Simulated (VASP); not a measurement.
# Sb (I4/mmm) in VASP: notebook

The runs below take Sb through single point, with r2SCAN.

All numbers are computed with VASP 6.6.1; they aren't measurements. Logs are shortened: lines on timing, memory, paths and dates and some standing lists are left out, and cuts for length are marked.

**1. The cell of the first run**

The structure is tetragonal, space group I4/mmm (No. 139). Conventional cell: a = 3.044 Å, b = 3.044 Å, c = 5.237 Å, α = 90.00°, β = 90.00°, γ = 90.00°. Sb (site symmetry 4/mmm) has 12 Sb at 3.04 to 3.39 Å within 4.0 Å.

**2. Single point, r2SCAN**

POSCAR reads:

```
Sb
1.0
   -1.5221326344      1.5221326344      2.6183473507
    1.5221326344     -1.5221326344      2.6183473507
    1.5221326344      1.5221326344     -2.6183473507
Sb
1
Direct
    0.0000000000      0.0000000000      0.0000000000
```

INCAR.step1 reads:

```
PREC = Accurate
ENCUT = 520
ISMEAR = -1
SIGMA = 0.1
LREAL = False
LASPH = True
NELM = 100
NBANDS = 8
GGA = PE
ALGO = Normal
EDIFF = 1E-4
LWAVE = True
LCHARG = False
```

INCAR.step2 reads:

```
PREC = Accurate
ENCUT = 520
EDIFF = 1E-6
ISMEAR = -1
SIGMA = 0.1
LREAL = False
LASPH = True
NELM = 100
ALGO = Normal
ISIF = 2
LWAVE = False
LCHARG = False
METAGGA = R2SCAN
LMIXTAU = True
NBANDS = 8
ISTART = 1
```

KPOINTS reads:

```
regular mesh
0
Gamma
  13 13 13
```

Potentials or basis: VASP PAW PBE potentials, release 64 (Sb).

The run is started by

```
cat potpaw_PBE.64/Sb/POTCAR > POTCAR
cp INCAR.step1 INCAR
mpirun -np 1 vasp_std > vasp.out
cp INCAR.step2 INCAR
mpirun -np 1 vasp_std > vasp.out
```

OUTCAR:

```text
PREC = Accurate
   ENCUT = 520
   EDIFF = 1E-6
   ISMEAR = -1
   LREAL = False
   LASPH = True
   NELM = 100
   ISIF = 2
   METAGGA = R2SCAN
   ISTART = 1

 ion  position               nearest neighbor table
   1  0.000  0.000  0.000-

  LATTYP: Found a body centered tetragonal cell.
 ALAT       =     3.0442652688
 C/A-ratio  =     1.7201834397

  Lattice vectors:

 A1 = (  -1.5221326344,   1.5221326344,   2.6183473507)
 A2 = (   1.5221326344,  -1.5221326344,   2.6183473507)
 A3 = (   1.5221326344,   1.5221326344,  -2.6183473507)

Analysis of symmetry for initial positions (statically):
=====================================================================
 Subroutine PRICEL returns:
 Original cell was already a primitive cell.

 Routine SETGRP: Setting up the symmetry group for a
 body centered tetragonal supercell.

 Subroutine GETGRP returns: Found 16 space group operations
 (whereof 16 operations were pure point group operations)
 out of a pool of 16 trial point group operations.

The static configuration has the point symmetry D_4h.

Analysis of symmetry for dynamics (positions and initial velocities):
=====================================================================
 Subroutine PRICEL returns:
 Original cell was already a primitive cell.

 Routine SETGRP: Setting up the symmetry group for a
 body centered tetragonal supercell.

 Subroutine GETGRP returns: Found 16 space group operations
 (whereof 16 operations were pure point group operations)
 out of a pool of 16 trial point group operations.

The dynamic configuration has the point symmetry D_4h.

 Subroutine INISYM returns: Found 16 space group operations
 (whereof 16 operations are pure point group operations),
 and found     1 'primitive' translations

----------------------------------------------------------------------------------------

                                     Primitive cell

  volume of cell :      24.2657

  direct lattice vectors                    reciprocal lattice vectors
    -1.522132634  1.522132634  2.618347351     0.000000000  0.328486486  0.190960149
     1.522132634 -1.522132634  2.618347351     0.328486486  0.000000000  0.190960149
     1.522132634  1.522132634 -2.618347351     0.328486486  0.328486486  0.000000000

  length of vectors
     3.389619206  3.389619206  3.389619206     0.379959406  0.379959406  0.464550043

  position of ions in fractional coordinates (direct lattice)
     0.000000000  0.000000000  0.000000000

  ion indices of the primitive-cell ions
   primitive index   ion index
                 1           1

----------------------------------------------------------------------------------------

 KPOINTS: regular mesh

Automatic generation of k-mesh.
 Grid dimensions read from file:
 generate k-points for:   13   13   13

 Generating k-lattice:

  Cartesian coordinates                     Fractional coordinates (reciprocal lattice)
     0.000000000  0.025268191  0.014689242     0.076923077  0.000000000 -0.000000000
     0.025268191  0.000000000  0.014689242     0.000000000  0.076923077 -0.000000000
     0.025268191  0.025268191  0.000000000     0.000000000  0.000000000  0.076923077

  Length of vectors
     0.029227647  0.029227647  0.035734619

  Shift w.r.t. Gamma in fractional coordinates (k-lattice)
     0.000000000  0.000000000  0.000000000

 Subroutine IBZKPT returns following result:
 ===========================================

 Found    196 irreducible k-points:

 Following reciprocal coordinates:
            Coordinates               Weight
  0.000000  0.000000  0.000000      1.000000
  0.076923 -0.000000  0.000000      8.000000
  0.153846 -0.000000  0.000000      8.000000
  0.230769 -0.000000  0.000000      8.000000
  0.307692 -0.000000  0.000000      8.000000
  0.384615  0.000000  0.000000      8.000000
[... 16 lines left out ...]
  0.384615  0.153846  0.000000     16.000000
  0.461538  0.153846  0.000000     16.000000
 [... further k-points ...]
   k-points           NKPTS =    196   k-points in BZ     NKDIM =    196   number of bands    NBANDS=      8
   number of dos      NEDOS =    301   number of ions     NIONS =      1
   total plane-waves  NPLWV =  21952
   dimension x,y,z NGX =    28 NGY =   28 NGZ =   28
   dimension x,y,z NGXF=    56 NGYF=   56 NGZF=   56
   ions per type =               1
   NGX,Y,Z   is equivalent  to a cutoff of  13.73, 13.73, 13.73 a.u.
   NGXF,Y,Z  is equivalent  to a cutoff of  27.47, 27.47, 27.47 a.u.
 SYSTEM =  unknown system
   PREC   = accura    normal or accurate (medium, high low for compatibility)
   ISTART =      1    job   : 0-new  1-cont  2-samecut
   ICHARG =      0    charge: 1-file 2-atom 10-const
   ISPIN  =      1    spin polarized calculation?
   LNONCOLLINEAR =      F non collinear calculations
   LSORBIT =      F    spin-orbit coupling
   LASPH  =      T    aspherical Exc in radial PAW
   ENCUT  =  520.0 eV  38.22 Ry    6.18 a.u.   6.30  6.30  6.30*2*pi/ulx,y,z
   NELM   =    100;   NELMIN=  2; NELMDL=  0     # of ELM steps
   EDIFF  = 0.1E-05   stopping-criterion for ELM
   LREAL  =      F    real-space projection
   EDIFFG = 0.1E-04   stopping-criterion for IOM
   NSW    =      0    number of steps for IOM
   IBRION =     -1    ionic relax: 0-MD 1-quasi-New 2-CG
   NFREE  =      0    steps in history (QN), initial steepest desc. (CG)
   ISIF   =      2    stress and relaxation
   ISYM   =      2    0-nonsym 1-usesym 2-fastsym
   POTIM  = 0.5000    time-step for ionic-motion
   TEBEG  =    0.0;   TEEND  =   0.0 temperature during run
   PSTRESS=    0.0 pullay stress
   NELECT =       5.0000    total number of electrons
   NUPDOWN=      -1.0000    fix difference up-down
   EMIN   =  10.00;   EMAX   =-10.00  energy-range for DOS
   EFERMI =   0.00;   METHOD = LEGACY
   ISMEAR =    -1;   SIGMA  =   0.10  broadening in eV -4-tet -1-fermi 0-gaus
   EFERMI_NEDOS =   21; number of points for ismear=-14 and -15
   IALGO  =     38    algorithm
   IMIX   =      4    mixing-type and parameters
     AMIX     =   0.40;   BMIX     =  1.00
     AMIX_MAG =   1.60;   BMIX_MAG =  1.00
  volume/ion in A,a.u.               =      24.27       163.75
  Fermi-wavevector in a.u.,A,eV,Ry     =   0.966943  1.827257 12.721151  0.934978
  Thomas-Fermi vector in A             =   2.096787
   LORBIT       =      0    0 simple, 1 ext, 2 COOP (PROOUT), +10 PAW based schemes
   METAGGA = R2SCAN    functional components
   LHFCALC =     F    Hartree Fock is set to
   AEXX    =    0.0000 exact exchange contribution
   IVDW    =     0    specifies the selected vdW correction
   LEPSILON=     F    determine dielectric tensor
   LRPA    =     F    only Hartree local field effects (RPA)
 non-spin polarized calculation
  energy-cutoff  :      520.00
  volume of cell :       24.27
 maximum number of plane-waves:       665
 NGX is ok and might be reduce to    28
   NGX = 13   NGY = 13   NGZ = 13

 number of electron       5.0000000 magnetization

 Free energy of the ion-electron system (eV)
  ---------------------------------------------------
  ext. energy  EPLUGINS =         0.00000000
  ---------------------------------------------------
  free energy    TOTEN  =       -25.18727823 eV

  energy without entropy =      -25.16864465  energy(sigma->0) =      -25.17796144

 E-fermi :   9.9319     XC(G=0): -11.3006

 val. band max:        9.8989715010   @ k =  -0.4615  -0.4615   0.3077
 cond. band min:       9.9589968460   @ k =   0.1538   0.1538   0.0769
 fundamental gap:      0.0600253451
 Fermi energy:         9.9319067286

 k-point     1 :       0.0000    0.0000    0.0000
  band No.  band energies     occupation
      1      -4.5961      2.00000
      2      15.6518      0.00000
      3      16.4890      0.00000
      4      16.4890      0.00000
      5      20.0174      0.00000
      6      21.3116      0.00000
      7      21.5682      0.00000
      8      21.5683      0.00000

 k-point     2 :       0.0769   -0.0000    0.0000
  band No.  band energies     occupation
      1      -4.4574      2.00000
      2      14.9242      0.00000
      3      15.5353      0.00000
      4      16.4488      0.00000
      5      19.9071      0.00000
      6      20.4439      0.00000
      7      21.4257      0.00000
      8      21.8019      0.00000

 k-point     3 :       0.1538   -0.0000    0.0000
  band No.  band energies     occupation
      1      -4.0420      2.00000
      2      12.5208      0.00000
      3      14.5946      0.00000
      4      16.3653      0.00000
      5      18.8280      0.00000
      6      20.3180      0.00000
      7      22.3880      0.00000
      8      22.4375      0.00000

 k-point     4 :       0.2308   -0.0000    0.0000
  band No.  band energies     occupation
      1      -3.3535      2.00000
      2       9.8583      1.35243
      3      13.6791      0.00000
      4      16.3055      0.00000
      5      17.9681      0.00000
      6      20.2128      0.00000
      7      23.1716      0.00000
      8      23.7827      0.00000

 k-point     5 :       0.3077   -0.0000    0.0000
  band No.  band energies     occupation
      1      -2.4038      2.00000
      2       7.3227      2.00000
      3      12.8978      0.00000
      4      16.3071      0.00000
      5      17.3334      0.00000
      6      20.2848      0.00000
      7      22.7956      0.00000
      8      23.6791      0.00000
[... 177 lines left out ...]
 k-point    22 :       0.3077    0.1538    0.0000
  band No.  band energies     occupation
      1      -1.3419      2.00000
      2       6.6492      2.00000
      3      11.0958      0.00002
      4      12.9479      0.00000
      5      18.3480      0.00000
      6      19.8106      0.00000
      7      22.8037      0.00000
      8      23.7941      0.00000

 k-point    23 :       0.3846    0.1538    0.0000
  band No.  band energies     occupation
      1      -0.1372      2.00000
      2       4.6277      2.00000
      3      11.0078      0.00004
      4      12.8986      0.00000
      5      17.7531      0.00000
      6      19.1864      0.00000
      7      23.4845      0.00000
      8      25.0784      0.00000

 k-point    24 :       0.4615    0.1538    0.0000
  band No.  band energies     occupation
      1       0.6361      2.00000
      2       3.5659      2.00000
      3      11.0487      0.00003
      4      13.1370      0.00000
      5      17.3160      0.00000
      6      18.9011      0.00000
      7      23.9077      0.00000
      8      25.0475      0.00000

 [... further k-points ...]

------------------------ aborting loop because EDIFF is reached ----------------------------------------

  FORCE on cell =-STRESS in cart. coord.  units (eV):
  Direction    XX          YY          ZZ          XY          YZ          ZX
  --------------------------------------------------------------------------------------
  -------------------------------------------------------------------------------------
  Total        1.6334933      1.6334933      1.4251465      0.0000000      0.0000000      0.0000000
  in kB      107.8538625    107.8538625     94.0974459      0.0000000      0.0000000      0.0000000
  external PRESSURE =     103.2683903 kB  Pullay stress =       0.0000000 kB

 VOLUME and BASIS-vectors are now :
 -----------------------------------------------------------------------------
  energy-cutoff  :      520.00
  volume of cell :       24.27
      direct lattice vectors                 reciprocal lattice vectors
    -1.522132634  1.522132634  2.618347351     0.000000000  0.328486486  0.190960149
     1.522132634 -1.522132634  2.618347351     0.328486486  0.000000000  0.190960149
     1.522132634  1.522132634 -2.618347351     0.328486486  0.328486486  0.000000000

 POSITION                                       TOTAL-FORCE (eV/Angst)
 -----------------------------------------------------------------------------------
      0.00000      0.00000      0.00000         0.000000      0.000000      0.000000
 -----------------------------------------------------------------------------------
    total drift:                               -0.000000      0.000000      0.000000

  FREE ENERGIE OF THE ION-ELECTRON SYSTEM (eV)
  ---------------------------------------------------
  free  energy   TOTEN  =       -25.1872782308 eV

  energy  without entropy=      -25.1686446492  energy(sigma->0) =      -25.17796144
```

It took 70 s on 1 thread of Intel Xeon 6975P-C (Granite Rapids), shared host; peak memory 0.19 GiB.

Results:

- Free energy: -25.1873 eV
- Pressure: 10.3 GPa
- Band gap on the k mesh: zero (an odd number of electrons rules out a gap without spin polarisation)

Stress tensor (GPa, compression positive):
```
10.79  0.00  0.00
 0.00 10.79  0.00
 0.00  0.00  9.41
```

Caveat: the cell stands under pressure; the PAW data sets were made with another functional, which shifts forces and pressure a little; spin-orbit coupling is left out, which moves the levels of the heavy elements.

**3. Single point, r2SCAN**

This run uses another cell than the first one, of 24.94 Å³/atom.

POSCAR reads:

```
Sb
1.0
   -1.5360979341      1.5360979341      2.6423702279
    1.5360979341     -1.5360979341      2.6423702279
    1.5360979341      1.5360979341     -2.6423702279
Sb
1
Direct
    0.0000000000      0.0000000000      0.0000000000
```

INCAR.step1 reads:

```
ALGO = Normal
EDIFF = 1E-4
ENCUT = 520
GGA = PE
ISMEAR = -1
LASPH = True
LCHARG = False
LREAL = False
LWAVE = True
NBANDS = 8
NELM = 100
PREC = Accurate
SIGMA = 0.1
```

INCAR.step2 reads:

```
ALGO = Normal
EDIFF = 1E-6
ENCUT = 520
ISIF = 2
ISMEAR = -1
ISTART = 1
LASPH = True
LCHARG = True
LELF = True
LMIXTAU = True
LREAL = False
LVHAR = True
LWAVE = False
METAGGA = R2SCAN
NBANDS = 8
NELM = 100
PREC = Accurate
SIGMA = 0.1
```

KPOINTS reads:

```
k-points
0
Gamma
  13 13 13
```

Potentials or basis: VASP PAW PBE potentials, release 64 (Sb).

The run is started by

```
cat potpaw_PBE.64/Sb/POTCAR > POTCAR
cp INCAR.step1 INCAR
mpirun -np 1 vasp_std > vasp.out
cp INCAR.step2 INCAR
mpirun -np 1 vasp_std > vasp.out
```

Wall time 70 s (1 thread of Intel Xeon 6975P-C (Granite Rapids), shared host); peak memory 0.19 GiB.

It converged, with:

```
Free energy            : -25.2246 eV
Pressure               : 7.5 GPa
Band gap on the k mesh : zero (an odd number of electrons rules out a gap without spin polarisation)
```

Stress tensor (GPa, compression positive):
```
7.76 0.00 0.00
0.00 7.76 0.00
0.00 0.00 7.07
```

Levels at points of the mesh, in eV from the Fermi level:
```
           k point  band 1  band 2  band 3  band 4  band 5  band 6  band 7  band 8
(0.00, 0.00, 0.00)  -14.27    5.49    6.34    6.34    9.99   11.40   11.55   11.55
```

Caveat: the cell stands under pressure; the PAW data sets were made with another functional, which shifts forces and pressure a little; spin-orbit coupling is left out, which moves the levels of the heavy elements.
